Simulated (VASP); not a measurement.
# Mo (C2/m) in VASP: a series of runs

Mo is run at these levels: PBEsol; tasks: single point.

Everything below comes from runs of VASP 6.6.1. Logs are shortened: lines on timing, memory, paths and dates and some standing lists are left out, and cuts for length are marked.

## Step 1: The cell of the first run

It takes space group C2/m (No. 12, monoclinic). The conventional cell has a = 4.763 Å, b = 2.742 Å, c = 2.499 Å, α = 90.00°, β = 98.58°, γ = 90.00°. Mo (site symmetry 2/m) has 8 Mo at 2.50 to 2.75 Å within 3.3 Å.

## Step 2: Single point, PBEsol (strain -0.1500 x Voigt [0, 0, 0, 1, 0, 0])

File INCAR:

```
SYSTEM = Mo
  PREC = Accurate
  ENCUT = 520
  EDIFF = 1E-6
  ISMEAR = 0
  SIGMA = 0.15
  LREAL = .FALSE.
  LASPH = .TRUE.
  NELM = 60
  ALGO = Fast
  ISIF = 2
  LWAVE = .FALSE.
  LCHARG = .TRUE.
  GGA = PS
  LELF = .TRUE.
  LVHAR = .TRUE.
  NBANDS = 13
```

File KPOINTS:

```
Automatic mesh
0
G
  24 24 24
  0 0 0
```

File POSCAR:

```
Mo
1.0
    2.7423354202      0.0000000000      0.0000000000
   -1.3711677101      2.3749321396     -0.1781199105
    0.0000000000     -0.1869053307      2.4920710759
Mo
1
Direct
    0.0000000000      0.0000000000      0.5000000000
```

Potentials or basis: VASP PAW PBE potentials, release 64 (Mo_sv).

Run with:

```sh
$ cat potpaw_PBE.64/Mo_sv/POTCAR > POTCAR
$ mpirun -np 1 vasp_std > vasp.out
```

OUTCAR:

```text
SYSTEM = Mo
   PREC = Accurate
   ENCUT = 520
   EDIFF = 1E-6
   ISMEAR = 0
   LREAL = .FALSE.
   LASPH = .TRUE.
   NELM = 60
   ISIF = 2
   GGA = PS

 ion  position               nearest neighbor table
   1  0.000  0.000  0.500-

  LATTYP: Found a base centered monoclinic cell.
 ALAT       =     4.7632045391
 B/A-ratio  =     0.5757332900
 C/A-ratio  =     0.5246615333
 COS(beta)  =    -0.1491609696

  Lattice vectors:

 A1 = (   1.3711677101,   2.3749321396,  -0.1781199105)
 A2 = (  -1.3711677101,   2.3749321396,  -0.1781199105)
 A3 = (   0.0000000000,  -0.1869053307,   2.4920710759)

Analysis of symmetry for initial positions (statically):
=====================================================================
 Subroutine PRICEL returns:
 Original cell was already a primitive cell.

 Routine SETGRP: Setting up the symmetry group for a
 base centered monoclinic supercell.

 Subroutine GETGRP returns: Found  4 space group operations
 (whereof  4 operations were pure point group operations)
 out of a pool of  4 trial point group operations.

The static configuration has the point symmetry C_2h.

Analysis of symmetry for dynamics (positions and initial velocities):
=====================================================================
 Subroutine PRICEL returns:
 Original cell was already a primitive cell.

 Routine SETGRP: Setting up the symmetry group for a
 base centered monoclinic supercell.

 Subroutine GETGRP returns: Found  4 space group operations
 (whereof  4 operations were pure point group operations)
 out of a pool of  4 trial point group operations.

The dynamic configuration has the point symmetry C_2h.

 Subroutine INISYM returns: Found  4 space group operations
 (whereof  4 operations are pure point group operations),
 and found     1 'primitive' translations

----------------------------------------------------------------------------------------

                                     Primitive cell

  volume of cell :      16.1392

  direct lattice vectors                    reciprocal lattice vectors
     2.742335420  0.000000000  0.000000000     0.364652694  0.211723275  0.015879246
    -1.371167710  2.374932140 -0.178119911     0.000000000  0.423446549  0.031758491
     0.000000000 -0.186905331  2.492071076     0.000000000  0.030265694  0.403542591

  length of vectors
     2.742335420  2.748113946  2.499070197     0.421960286  0.424635823  0.404675963

[... 79 lines left out ...]
   LREAL  =      F    real-space projection
   EDIFFG = 0.1E-04   stopping-criterion for IOM
   NSW    =      0    number of steps for IOM
   IBRION =     -1    ionic relax: 0-MD 1-quasi-New 2-CG
   NFREE  =      0    steps in history (QN), initial steepest desc. (CG)
   ISIF   =      2    stress and relaxation
   ISYM   =      2    0-nonsym 1-usesym 2-fastsym
   POTIM  = 0.5000    time-step for ionic-motion
   TEBEG  =    0.0;   TEEND  =   0.0 temperature during run
   PSTRESS=    0.0 pullay stress
   NELECT =      14.0000    total number of electrons
   NUPDOWN=      -1.0000    fix difference up-down
   EMIN   =  10.00;   EMAX   =-10.00  energy-range for DOS
   EFERMI =   0.00;   METHOD = LEGACY
   ISMEAR =     0;   SIGMA  =   0.15  broadening in eV -4-tet -1-fermi 0-gaus
   EFERMI_NEDOS =   21; number of points for ismear=-14 and -15
   IALGO  =     68    algorithm
   IMIX   =      4    mixing-type and parameters
     AMIX     =   0.40;   BMIX     =  1.00
     AMIX_MAG =   1.60;   BMIX_MAG =  1.00
  volume/ion in A,a.u.               =      16.14       108.91
  Fermi-wavevector in a.u.,A,eV,Ry     =   1.561313  2.950454 33.166909  2.437699
  Thomas-Fermi vector in A             =   2.664397
   LORBIT       =      0    0 simple, 1 ext, 2 COOP (PROOUT), +10 PAW based schemes
   GGA     = PS    functional components
   LHFCALC =     F    Hartree Fock is set to
   AEXX    =    0.0000 exact exchange contribution
   IVDW    =     0    specifies the selected vdW correction
   LEPSILON=     F    determine dielectric tensor
   LRPA    =     F    only Hartree local field effects (RPA)
 non-spin polarized calculation
 RMM-DIIS sequential band-by-band and
 Gauss-broadening in eV      SIGMA  =   0.15
  energy-cutoff  :      520.00
  volume of cell :       16.14
 maximum number of plane-waves:       447
   NGX = 11   NGY = 11   NGZ =  9

 number of electron      14.0000004 magnetization

 Free energy of the ion-electron system (eV)
  ---------------------------------------------------
  ext. energy  EPLUGINS =         0.00000000
  ---------------------------------------------------
  free energy    TOTEN  =       -10.98334114 eV

  energy without entropy =      -10.97252831  energy(sigma->0) =      -10.97793473

 E-fermi :  11.8493     XC(G=0): -13.2702

 val. band max:       11.8477681722   @ k =   0.2083  -0.3750   0.2917
 cond. band min:      11.8498798943   @ k =   0.2083  -0.4583   0.4167
 fundamental gap:      0.0021117221
 Fermi energy:        11.8492866466

 k-point     1 :       0.0000    0.0000    0.0000
  band No.  band energies     occupation
      1     -49.1592      2.00000
      2     -22.5108      2.00000
      3     -22.4418      2.00000
      4     -22.1944      2.00000
      5       4.9017      2.00000
      6       7.5207      2.00000
      7      10.8616      2.00000
      8      10.9203      2.00000
      9      15.6523      0.00000
     10      16.0325      0.00000
     11      24.7471      0.00000
     12      27.6840      0.00000
     13      31.9985      0.00000
[... 354 lines left out ...]
  band No.  band energies     occupation
      1     -48.9458      2.00000
      2     -23.7569      2.00000
      3     -22.7862      2.00000
      4     -22.1024      2.00000
      5       6.9428      2.00000
      6       8.3715      2.00000
      7      12.3108      0.00001
      8      13.4597      0.00000
      9      15.1212      0.00000
     10      16.0334      0.00000
     11      22.3340      0.00000
     12      25.1923      0.00000
     13      29.5051      0.00000

 [... further k-points ...]
[... 5 lines left out ...]
  --------------------------------------------------------------------------------------
  -------------------------------------------------------------------------------------
  Total       -0.0372932     -0.0299074      0.2094181      0.0000000     -1.3909390      0.0000000
  in kB       -3.7021796     -2.9689760     20.7894180      0.0000000   -138.0817460      0.0000000
  external PRESSURE =       4.7060875 kB  Pullay stress =       0.0000000 kB

 VOLUME and BASIS-vectors are now :
 -----------------------------------------------------------------------------
  energy-cutoff  :      520.00
  volume of cell :       16.14
      direct lattice vectors                 reciprocal lattice vectors
     2.742335420  0.000000000  0.000000000     0.364652694  0.211723275  0.015879246
    -1.371167710  2.374932140 -0.178119911     0.000000000  0.423446549  0.031758491
     0.000000000 -0.186905331  2.492071076     0.000000000  0.030265694  0.403542591

 POSITION                                       TOTAL-FORCE (eV/Angst)
 -----------------------------------------------------------------------------------
      0.00000     -0.09345      1.24604        -0.000000      0.000000      0.000000
 -----------------------------------------------------------------------------------
    total drift:                               -0.000000      0.000000      0.000000

  FREE ENERGIE OF THE ION-ELECTRON SYSTEM (eV)
  ---------------------------------------------------
  free  energy   TOTEN  =       -10.9833411408 eV

  energy  without entropy=      -10.9725283096  energy(sigma->0) =      -10.97793473
```

stdout:

```text
POSCAR found type information on POSCAR Mo
 POSCAR found :  1 types and       1 ions
 scaLAPACK will be used
 -----------------------------------------------------------------------------
|                                                                             |
|                                                                             |
|     You enforced a specific xc type in the INCAR file but a different       |
|     I HOPE YOU KNOW WHAT YOU ARE DOING!                                     |
|                                                                             |
 -----------------------------------------------------------------------------

 LDA part: xc-table for (Slater+PW92), standard interpolation
 POSCAR, INCAR and KPOINTS ok, starting setup
 FFT: planning ... GRIDC
 FFT: planning ... GRID_SOFT
 FFT: planning ... GRID
 WAVECAR not read
 entering main loop
```

Run time: 8 min. Hardware: 1 thread of Oxide Virtual Turin-like, shared host; peak memory 0.69 GiB.

What came out:

| Property | Result |
| --- | --- |
| Free energy | -10.9833 eV |
| Pressure | 0.5 GPa |
| Band gap on the k mesh | zero (bands 7 and 8 overlap by 1.94 eV) |

Caveat: the cell differs from its parent crystal (strain -0.1500 x Voigt [0, 0, 0, 1, 0, 0]); the PAW data sets were made with another functional, which shifts forces and pressure a little.

## Step 3: Single point, PBEsol (strain +0.1312 x Voigt [0, 0, 0, 1, 0, 0])

File INCAR:

```
ALGO = Fast ; EDIFF = 1E-6
ENCUT = 520 ; GGA = PS
ISIF = 2 ; ISMEAR = 0
LASPH = True ; LCHARG = True
LELF = True ; LREAL = False
LVHAR = True ; LWAVE = False
NBANDS = 13 ; NELM = 100
PREC = Accurate ; SIGMA = 0.15
```

File KPOINTS:

```
k-points
0
Gamma
  24 24 24
```

File POSCAR:

```
Mo
1.0
    2.7423354202      0.0000000000      0.0000000000
   -1.3711677101      2.3749321396      0.1557955484
    0.0000000000      0.1634798626      2.4920710759
Mo
1
Direct
    0.0000000000      0.0000000000      0.5000000000
```

Potentials or basis: VASP PAW PBE potentials, release 64 (Mo_sv).

Run with:

```sh
$ cat potpaw_PBE.64/Mo_sv/POTCAR > POTCAR
$ mpirun -np 1 vasp_std > vasp.out
```

OUTCAR:

```text
EDIFF = 1E-6
   ENCUT = 520
   GGA = PS
   ISIF = 2
   ISMEAR = 0
   LASPH = True
   LREAL = False
   NELM = 100
   PREC = Accurate

 ion  position               nearest neighbor table
   1  0.000  0.000  0.500-

  LATTYP: Found a base centered monoclinic cell.
 ALAT       =     4.7600734955
 B/A-ratio  =     0.5761119913
 C/A-ratio  =     0.5246615333
 COS(beta)  =    -0.1306378185

  Lattice vectors:

 A1 = (  -1.3711677101,  -2.3749321396,  -0.1557955484)
 A2 = (   1.3711677101,  -2.3749321396,  -0.1557955484)
 A3 = (   0.0000000000,   0.1634798626,   2.4920710759)

Analysis of symmetry for initial positions (statically):
=====================================================================
 Subroutine PRICEL returns:
 Original cell was already a primitive cell.

 Routine SETGRP: Setting up the symmetry group for a
 base centered monoclinic supercell.

 Subroutine GETGRP returns: Found  4 space group operations
 (whereof  4 operations were pure point group operations)
 out of a pool of  4 trial point group operations.

The static configuration has the point symmetry C_2h.

Analysis of symmetry for dynamics (positions and initial velocities):
=====================================================================
 Subroutine PRICEL returns:
 Original cell was already a primitive cell.

 Routine SETGRP: Setting up the symmetry group for a
 base centered monoclinic supercell.

 Subroutine GETGRP returns: Found  4 space group operations
 (whereof  4 operations were pure point group operations)
 out of a pool of  4 trial point group operations.

The dynamic configuration has the point symmetry C_2h.

 Subroutine INISYM returns: Found  4 space group operations
 (whereof  4 operations are pure point group operations),
 and found     1 'primitive' translations

----------------------------------------------------------------------------------------

                                     Primitive cell

[... 110 lines left out ...]
  Fermi-wavevector in a.u.,A,eV,Ry     =   1.560622  2.949148 33.137553  2.435541
  Thomas-Fermi vector in A             =   2.663807
   LORBIT       =      0    0 simple, 1 ext, 2 COOP (PROOUT), +10 PAW based schemes
   GGA     = PS    functional components
   LHFCALC =     F    Hartree Fock is set to
   AEXX    =    0.0000 exact exchange contribution
   IVDW    =     0    specifies the selected vdW correction
   LEPSILON=     F    determine dielectric tensor
   LRPA    =     F    only Hartree local field effects (RPA)
 non-spin polarized calculation
 RMM-DIIS sequential band-by-band and
 Gauss-broadening in eV      SIGMA  =   0.15
  energy-cutoff  :      520.00
  volume of cell :       16.16
 maximum number of plane-waves:       447
   NGX = 11   NGY = 11   NGZ =  9

 number of electron      14.0000003 magnetization

 Free energy of the ion-electron system (eV)
  ---------------------------------------------------
  ext. energy  EPLUGINS =         0.00000000
  ---------------------------------------------------
  free energy    TOTEN  =       -10.95868036 eV

  energy without entropy =      -10.94785028  energy(sigma->0) =      -10.95326532

 E-fermi :  11.8176     XC(G=0): -13.2603

 val. band max:       11.8170069987   @ k =   0.1250  -0.1667   0.1250
 cond. band min:      11.8176696725   @ k =  -0.1250   0.0000   0.2500
 fundamental gap:      0.0006626738
 Fermi energy:        11.8175529796

 k-point     1 :       0.0000    0.0000    0.0000
  band No.  band energies     occupation
      1     -49.1761      2.00000
      2     -22.5181      2.00000
      3     -22.4616      2.00000
      4     -22.2165      2.00000
      5       4.8890      2.00000
      6       7.4539      2.00000
      7      10.8361      2.00000
      8      10.8811      2.00000
      9      15.7471      0.00000
     10      16.0441      0.00000
     11      24.6988      0.00000
     12      27.8042      0.00000
     13      32.0245      0.00000
[... 354 lines left out ...]
  band No.  band energies     occupation
      1     -48.9626      2.00000
      2     -23.7767      2.00000
      3     -22.8025      2.00000
      4     -22.1135      2.00000
      5       6.9197      2.00000
      6       8.3484      2.00000
      7      12.2884      0.00001
      8      13.4015      0.00000
      9      15.1854      0.00000
     10      15.9996      0.00000
     11      22.2903      0.00000
     12      25.1955      0.00000
     13      29.4398      0.00000

 [... further k-points ...]
[... 5 lines left out ...]
  --------------------------------------------------------------------------------------
  -------------------------------------------------------------------------------------
  Total       -0.0201283      0.0038449      0.1667739      0.0000000      1.2295293      0.0000000
  in kB       -1.9955266      0.3811817     16.5340584      0.0000000    121.8962142      0.0000000
  external PRESSURE =       4.9732378 kB  Pullay stress =       0.0000000 kB

 VOLUME and BASIS-vectors are now :
 -----------------------------------------------------------------------------
  energy-cutoff  :      520.00
  volume of cell :       16.16
      direct lattice vectors                 reciprocal lattice vectors
     2.742335420  0.000000000  0.000000000     0.364652694  0.211442243 -0.013870611
    -1.371167710  2.374932140  0.155795548     0.000000000  0.422884487 -0.027741222
     0.000000000  0.163479863  2.492071076     0.000000000 -0.026437256  0.403006948

 POSITION                                       TOTAL-FORCE (eV/Angst)
 -----------------------------------------------------------------------------------
      0.00000      0.08174      1.24604         0.000000      0.000000      0.000000
 -----------------------------------------------------------------------------------
    total drift:                               -0.000000      0.000000      0.000000

  FREE ENERGIE OF THE ION-ELECTRON SYSTEM (eV)
  ---------------------------------------------------
  free  energy   TOTEN  =       -10.9586803628 eV

  energy  without entropy=      -10.9478502795  energy(sigma->0) =      -10.95326532
```

OSZICAR:

```text
N       E                     dE             d eps       ncg     rms          rms(c)
DAV:   1     0.110451322757E+03    0.11045E+03   -0.91352E+03 94896   0.112E+03
DAV:   2    -0.101043047336E+02   -0.12056E+03   -0.11665E+03105859   0.332E+02
DAV:   3    -0.115140908301E+02   -0.14098E+01   -0.14057E+01109794   0.366E+01
DAV:   4    -0.115181730566E+02   -0.40822E-02   -0.40821E-02106489   0.223E+00
DAV:   5    -0.115182054215E+02   -0.32365E-04   -0.32365E-04111049   0.167E-01    0.150E+01
RMM:   6    -0.110261237926E+02    0.49208E+00   -0.57807E-01 94008   0.700E+00    0.488E+00
RMM:   7    -0.109621530000E+02    0.63971E-01   -0.16056E-01 96119   0.361E+00    0.749E-01
RMM:   8    -0.109588328250E+02    0.33202E-02   -0.98060E-03105563   0.109E+00    0.160E-01
RMM:   9    -0.109586827775E+02    0.15005E-03   -0.93028E-04108909   0.334E-01    0.366E-02
RMM:  10    -0.109586799574E+02    0.28201E-05   -0.15918E-04110362   0.141E-01    0.190E-02
RMM:  11    -0.109586807455E+02   -0.78812E-06   -0.15532E-05108248   0.437E-02    0.426E-03
RMM:  12    -0.109586803628E+02    0.38267E-06   -0.46312E-06 83043   0.217E-02
   1 F= -.10958680E+02 E0= -.10953265E+02  d E =-.108301E-01
```

Wall time 10 min (1 thread of Oxide Virtual Turin-like, shared host); peak memory 0.71 GiB.

Results:

| Property | Result |
| --- | --- |
| Free energy | -10.9587 eV |
| Pressure | 0.5 GPa |
| Band gap on the k mesh | zero (bands 7 and 8 overlap by 1.94 eV) |

Levels at points of the mesh, in eV from the Fermi level:
```csv
k point,band 3,band 4,band 5,band 6,band 7,band 8,band 9,band 10,band 11,band 12
"(0.00, 0.00, 0.00)",-34.28,-34.03,-6.93,-4.36,-0.98,-0.94,3.93,4.23,12.88,15.99
"(0.50, 0.00, 0.00)",-34.62,-33.93,-5.02,-3.41,0.94,1.49,3.39,4.37,10.18,13.16
"(0.00, 0.50, 0.00)",-34.60,-33.94,-5.04,-3.65,1.00,1.76,3.65,4.40,10.24,13.22
"(0.00, 0.00, 0.50)",-34.12,-34.08,-3.83,-0.27,-0.26,0.29,0.81,1.05,11.04,15.38
"(0.50, 0.00, 0.50)",-35.32,-34.41,-5.57,-3.57,-0.35,4.68,6.21,6.29,7.82,16.05
"(0.00, 0.50, 0.50)",-35.31,-34.37,-5.55,-3.22,-0.77,4.67,5.55,6.17,8.43,16.05
```

Caveat: the cell differs from its parent crystal (strain +0.1312 x Voigt [0, 0, 0, 1, 0, 0]); the PAW data sets were made with another functional, which shifts forces and pressure a little.
